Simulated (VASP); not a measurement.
A run of VASP 6.6.1 is set up as follows.

INCAR

```
ALGO = Normal
EDIFF = 1E-6
ENCUT = 520
GGA = PS
GGA_COMPAT = False
ISIF = 2
ISMEAR = 0
LASPH = True
LCHARG = True
LELF = True
LREAL = False
LVHAR = True
LWAVE = False
NBANDS = 54
NELM = 120
NELMDL = -8
PREC = Accurate
SIGMA = 0.05
```

The input KPOINTS:

```
k-points
0
Gamma
  3 3 1
```

The input POSCAR:

```
HC2
1.0
    5.0487420000      0.0000000000      0.0000000000
    2.5243710000      4.3723390000      0.0000000000
    0.0000000000      0.0000000000     17.7764260000
H C
8 16
Direct
    0.1666667848      0.1666666285      0.0562542774
    0.6666667848      0.1666666285      0.0562542774
    0.1666666285      0.6666667429      0.0562542774
    0.6666666285      0.6666667429      0.0562542774
    0.5000181502     -0.0000521460      0.3237269966
   -0.0000291033      0.5000168102      0.3237341972
    0.5000260474      0.5000273309      0.3237433666
    1.0003811614      0.9992788757      0.3237237339
    0.1666667848      0.1666666285      0.1181339826
    0.6666667848      0.1666666285      0.1181339826
    0.1666666285      0.6666667429      0.1181339826
    0.6666666285      0.6666667429      0.1181339826
   -0.1666666285      0.3333332571      0.1471209680
    0.3333333715      0.3333332571      0.1471209680
   -0.1666665867      0.8333333715      0.1471209680
    0.3333334133      0.8333333715      0.1471209680
   -0.1666238531      0.3332298799      0.2339383631
    0.3333602882      0.3332655588      0.2339317813
   -0.1666272889      0.8332405150      0.2339168177
    0.3333842171      0.8332535515      0.2339164802
    0.0000804426     -0.0001541509      0.2611113168
    0.5000437510     -0.0000839368      0.2611097416
    0.0000179355      0.4999207518      0.2611185173
    0.5000384100      0.4999285280      0.2611170547
```

Potentials or basis: VASP PAW PBE potentials, release 64 (H, C).

Run with:

```bash
$ cat potpaw_PBE.64/H/POTCAR potpaw_PBE.64/C/POTCAR > POTCAR
$ mpirun -np 1 vasp_std > vasp.out
```

Problem. Estimate the largest force.

Solution. 1.314 eV/Å.

Problem. Predict the band gap on the k mesh.

Solution. 2.95 eV.

Forces in eV/Å, atoms in the order of the input:
```
H    0.000  0.000 -0.332
H    0.000  0.000 -0.332
H    0.000  0.000 -0.332
H    0.000 -0.001 -0.332
H    0.000 -0.001  0.041
H    0.000 -0.001  0.041
H   -0.001 -0.001  0.036
H    0.000  0.011  0.043
C    0.000  0.000  1.314
C    0.000  0.000  1.314
C    0.000  0.000  1.314
C    0.000  0.000  1.314
C    0.000 -0.004 -1.021
C    0.000 -0.001 -1.023
C   -0.001 -0.003 -1.028
C    0.001 -0.003 -1.028
C    0.000  0.001  0.003
C    0.000  0.001  0.001
C    0.000  0.002  0.004
C    0.000  0.000  0.003
C   -0.001 -0.001 -0.001
C    0.000  0.002  0.001
C    0.002  0.000 -0.002
C    0.000  0.000  0.004
```

Caveat: the k points lie up to 0.48 Å⁻¹ apart; the PAW data sets were made with another functional, which shifts forces and pressure a little.
